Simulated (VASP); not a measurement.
# AlN (Cm) in VASP: further runs, part 2 of 2

VASP 6.6.1. The steps go on from the part before.

## 3. Single point, PBEsol (atom 1 (Al) moved by -0.252 Å along [1 1 0] and +0.126 Å along [0 0 1])

The input, INCAR:

```
PREC     = Accurate       # precision mode
ENCUT    = 520            # plane-wave cutoff, eV
EDIFF    = 1E-6           # SCF threshold, eV
ISMEAR   = 0              # smearing method
SIGMA    = 0.05           # smearing width, eV
LREAL    = F              # projectors in reciprocal space
LASPH    = T              # aspherical terms in the spheres
NELM     = 80             # most SCF steps
ALGO     = Normal         # electronic algorithm
ISIF     = 2              # what is computed and relaxed
LWAVE    = F              # write WAVECAR
LCHARG   = T              # write CHGCAR
GGA      = PS             # functional
LELF     = T              # ELF
LVHAR    = T            
NBANDS   = 26             # bands
```

The input, KPOINTS:

```
Automatic mesh
0
Gamma
  6 6 6
```

The input, POSCAR:

```
AlN
1.0
    4.3771405283      0.0000000000      0.0000000000
    0.0000000000     -4.3771405283      0.0000000000
    0.0000000000      0.0000000000     -4.3771405283
Al N
4 4
Direct
   -0.0407094330     -0.0287859161     -0.0407094330
    0.5000000000      0.5000000000      0.0000000000
    0.5000000000      0.0000000000      0.5000000000
    0.0000000000      0.5000000000      0.5000000000
    0.7500000000      0.7500000000      0.7500000000
    0.2500000000      0.2500000000      0.7500000000
    0.2500000000      0.7500000000      0.2500000000
    0.7500000000      0.2500000000      0.2500000000
```

Potentials or basis: VASP PAW PBE potentials, release 64 (Al, N).

Started as:

```console
cat potpaw_PBE.64/Al/POTCAR potpaw_PBE.64/N/POTCAR > POTCAR
mpirun -np 1 vasp_std > vasp.out
```

Run time: 1.7 min. Hardware: 1 thread of Intel Xeon Platinum 8259CL at 2.50GHz (Skylake/Cascade Lake), shared host; peak memory 0.26 GiB.

The run converged. Its results:

| Property | Result |
| --- | --- |
| Free energy | -61.3226 eV |
| Pressure | 4.0 GPa |
| Largest force | 9.495 eV/Å |
| Band gap on the k mesh | 2.49 eV, direct |

Forces on the atoms (eV/Å):
```
Al   5.645 -5.140 -5.645
Al  -0.818  0.571 -0.552
Al  -0.838 -0.373  0.838
Al   0.552  0.571  0.818
N   -3.485  3.597  3.485
N   -0.504  0.438  0.012
N   -0.541 -0.102  0.541
N   -0.012  0.438  0.504
```

Stress tensor (GPa, compression positive):
```
 3.61 -6.11 -5.68
-6.11  4.84  6.11
-5.68  6.11  3.61
```

Levels at points of the mesh, in eV from the valence-band top:
```
           k point  band 13  band 14  band 15  band 16  band 17  band 18  band 19  band 20
(0.00, 0.00, 0.00)    -1.81    -0.30    -0.07     0.00     2.49     2.70     3.16     4.21
(0.50, 0.00, 0.00)    -1.58    -1.50    -0.93    -0.71     5.16     5.33     5.48     6.50
(0.00, 0.50, 0.00)    -1.40    -1.40    -1.01    -0.84     5.03     5.39     5.50     6.51
(0.50, 0.50, 0.00)    -1.18    -1.07    -0.57    -0.19     6.90     7.15     7.21     8.19
(0.50, 0.00, 0.50)    -1.00    -0.99    -0.69    -0.28     6.92     7.11     7.24     8.22
(0.50, 0.50, 0.50)    -0.53    -0.52    -0.21    -0.09     6.53     6.96     6.99     7.04
```

Caveat: the cell differs from its parent crystal (atom 1 (Al) moved by -0.252 Å along [1 1 0] and +0.126 Å along [0 0 1]); the PAW data sets were made with another functional, which shifts forces and pressure a little.

## 4. Single point, PBEsol (atom 1 (Al) moved by -0.252 Å along [1 1 0] and -0.126 Å along [0 0 1])

The input, INCAR:

```
PREC = Accurate
ENCUT = 520
EDIFF = 1E-6
ISMEAR = 0
SIGMA = 0.05
LREAL = F
LASPH = T
NELM = 100
ALGO = Normal
ISIF = 2
LWAVE = F
LCHARG = F
GGA = PS
NBANDS = 26
```

KPOINTS is that of step 3.

POSCAR: that of step 3 with these lines changed.

```diff
@@ -8,3 +8,3 @@
 Direct
-   -0.0407094330     -0.0287859161     -0.0407094330
+   -0.0407094330      0.0287859161     -0.0407094330
     0.5000000000      0.5000000000      0.0000000000
```

Started as:

```console
cat potpaw_PBE.64/Al/POTCAR potpaw_PBE.64/N/POTCAR > POTCAR
mpirun -np 1 vasp_std > vasp.out
```

Wall time 93 s (1 thread of Intel Xeon Platinum 8259CL at 2.50GHz (Skylake/Cascade Lake), shared host); peak memory 0.26 GiB.

Results (log left out):

```
Free energy            : -61.7992 eV
Pressure               : 2.0 GPa
Largest force          : 4.159 eV/Å
Band gap on the k mesh : 1.72 eV, direct
```

Forces on the atoms (eV/Å):
```
Al   2.808  1.235 -2.808
Al  -0.882 -0.659 -0.620
Al  -0.903  0.466  0.903
Al   0.620 -0.659  0.882
N   -0.876  0.711  0.876
N    0.079 -0.371  0.431
N   -0.415 -0.353  0.415
N   -0.431 -0.371 -0.079
```

Stress tensor (GPa, compression positive):
```
 1.64 -1.88  0.20
-1.88  2.76  1.88
 0.20  1.88  1.64
```

Levels at points of the mesh, in eV from the valence-band top:
| k point | band 13 | band 14 | band 15 | band 16 | band 17 | band 18 | band 19 | band 20 |
| --- | --- | --- | --- | --- | --- | --- | --- | --- |
| (0.00, 0.00, 0.00) | -1.98 | -0.39 | -0.37 | 0.00 | 1.72 | 3.14 | 3.27 | 3.84 |
| (0.50, 0.00, 0.00) | -1.81 | -1.67 | -1.06 | -0.80 | 4.37 | 5.71 | 5.85 | 5.96 |
| (0.00, 0.50, 0.00) | -1.65 | -1.58 | -1.13 | -0.89 | 4.33 | 5.68 | 5.82 | 6.02 |
| (0.50, 0.50, 0.00) | -1.51 | -1.08 | -0.65 | -0.37 | 6.11 | 7.50 | 7.61 | 7.71 |
| (0.50, 0.00, 0.50) | -1.41 | -0.94 | -0.72 | -0.48 | 6.11 | 7.50 | 7.53 | 7.81 |
| (0.50, 0.50, 0.50) | -0.90 | -0.51 | -0.49 | -0.06 | 6.58 | 6.60 | 6.77 | 6.91 |

Caveat: the cell differs from its parent crystal (atom 1 (Al) moved by -0.252 Å along [1 1 0] and -0.126 Å along [0 0 1]); the PAW data sets were made with another functional, which shifts forces and pressure a little.

## 5. Single point, PBEsol (atom 1 (Al) moved by -0.126 Å along [1 1 0] and -0.252 Å along [0 0 1])

The input, INCAR:

```
PREC = Accurate ; ENCUT = 520
EDIFF = 1E-6 ; ISMEAR = 0
SIGMA = 0.05 ; LREAL = False
LASPH = True ; NELM = 80
ALGO = Normal ; ISIF = 2
LWAVE = False ; LCHARG = False
GGA = PS ; NBANDS = 26
```

KPOINTS is that of step 4.

POSCAR: that of step 4 with these lines changed.

```diff
@@ -8,3 +8,3 @@
 Direct
-   -0.0407094330      0.0287859161     -0.0407094330
+   -0.0203547165      0.0575718322     -0.0203547165
     0.5000000000      0.5000000000      0.0000000000
```

Started as:

```console
cat potpaw_PBE.64/Al/POTCAR potpaw_PBE.64/N/POTCAR > POTCAR
mpirun -np 1 vasp_std > vasp.out
```

It took 1.9 min on 1 thread of Intel Xeon Platinum 8259CL at 2.50GHz (Skylake/Cascade Lake), shared host; peak memory 0.26 GiB.

Results (log left out):

| Item | Value |
| --- | --- |
| Free energy | -61.7215 eV |
| Pressure | 2.4 GPa |
| Largest force | 4.921 eV/Å |
| Band gap on the k mesh | 1.89 eV, direct |

Forces in eV/Å, atoms in the order of the input:
```
Al   0.931  4.741 -0.931
Al  -0.487 -1.203 -0.331
Al  -0.450  0.822  0.450
Al   0.331 -1.203  0.487
N    0.088 -0.532 -0.088
N    0.886 -1.043  0.955
N   -0.346 -0.540  0.346
N   -0.955 -1.043 -0.886
```

Stress tensor (GPa, compression positive):
```
 3.61 -0.22  4.31
-0.22 -0.08  0.22
 4.31  0.22  3.61
```

Levels at points of the mesh, in eV from the valence-band top:
| k point | band 14 | band 15 | band 16 | band 17 | band 18 | band 19 |
| --- | --- | --- | --- | --- | --- | --- |
| (0.00, 0.00, 0.00) | -0.37 | -0.34 | 0.00 | 1.89 | 2.86 | 3.41 |
| (0.50, 0.00, 0.00) | -1.46 | -1.17 | -0.96 | 4.48 | 5.35 | 6.02 |
| (0.00, 0.50, 0.00) | -1.78 | -0.95 | -0.66 | 4.60 | 5.49 | 5.90 |
| (0.50, 0.50, 0.00) | -0.86 | -0.78 | -0.52 | 6.28 | 7.15 | 7.73 |
| (0.50, 0.00, 0.50) | -1.27 | -0.52 | -0.21 | 6.27 | 7.24 | 7.68 |
| (0.50, 0.50, 0.50) | -0.59 | -0.44 | -0.06 | 6.54 | 6.65 | 6.80 |

Caveat: the cell differs from its parent crystal (atom 1 (Al) moved by -0.126 Å along [1 1 0] and -0.252 Å along [0 0 1]); the PAW data sets were made with another functional, which shifts forces and pressure a little.

## 6. Single point, PBEsol (atom 1 (Al) moved by -0.252 Å along [1 1 0] and +0.252 Å along [0 0 1])

The input, INCAR:

```
SYSTEM = AlN
PREC = Accurate
ENCUT = 520
EDIFF = 1E-6
ISMEAR = 0
SIGMA = 0.05
LREAL = .FALSE.
LASPH = .TRUE.
NELM = 100
ALGO = Normal
ISIF = 2
LWAVE = .FALSE.
LCHARG = .FALSE.
GGA = PS
NBANDS = 26
```

The input, KPOINTS:

```
regular mesh
0
G
  6 6 6
  0 0 0
```

POSCAR: that of step 5 with these lines changed.

```diff
@@ -8,3 +8,3 @@
 Direct
-   -0.0203547165      0.0575718322     -0.0203547165
+   -0.0407094330     -0.0575718322     -0.0407094330
     0.5000000000      0.5000000000      0.0000000000
```

Potentials or basis: VASP PAW PBE potentials, release 64 (Al, N).

Started as:

```console
cat potpaw_PBE.64/Al/POTCAR potpaw_PBE.64/N/POTCAR > POTCAR
mpirun -np 1 vasp_std > vasp.out
```

Wall time 92 s (1 thread of Intel Xeon Platinum 8488C (Sapphire Rapids), shared host); peak memory 0.26 GiB.

The run converged. Its results:

| Property | Result |
| --- | --- |
| Free energy | -60.4684 eV |
| Pressure | 7.0 GPa |
| Largest force | 13.995 eV/Å |
| Band gap on the k mesh | 2.32 eV, direct |

Forces on the atoms (eV/Å):
```
Al   7.918 -8.394 -7.918
Al  -0.834  1.166 -0.524
Al  -0.794 -0.766  0.794
Al   0.524  1.166  0.834
N   -5.771  5.428  5.771
N   -0.560  0.647 -0.042
N   -0.525  0.106  0.525
N    0.042  0.647  0.560
```

Stress tensor (GPa, compression positive):
```
 7.86 -8.88 -9.74
-8.88  5.26  8.88
-9.74  8.88  7.86
```

Levels at points of the mesh, in eV from the valence-band top:
| k point | band 14 | band 15 | band 16 | band 17 | band 18 | band 19 |
| --- | --- | --- | --- | --- | --- | --- |
| (0.00, 0.00, 0.00) | -0.38 | -0.11 | 0.00 | 2.32 | 2.53 | 3.03 |
| (0.50, 0.00, 0.00) | -1.52 | -1.02 | -0.77 | 4.84 | 5.11 | 5.46 |
| (0.00, 0.50, 0.00) | -1.70 | -0.92 | -0.62 | 5.00 | 5.19 | 5.30 |
| (0.50, 0.50, 0.00) | -1.13 | -0.71 | -0.22 | 6.75 | 6.80 | 7.16 |
| (0.50, 0.00, 0.50) | -1.31 | -0.56 | -0.10 | 6.65 | 6.92 | 7.12 |
| (0.50, 0.50, 0.50) | -0.51 | -0.19 | -0.03 | 6.25 | 6.82 | 6.90 |

Caveat: the cell differs from its parent crystal (atom 1 (Al) moved by -0.252 Å along [1 1 0] and +0.252 Å along [0 0 1]); the PAW data sets were made with another functional, which shifts forces and pressure a little. A k mesh can miss the band edges.
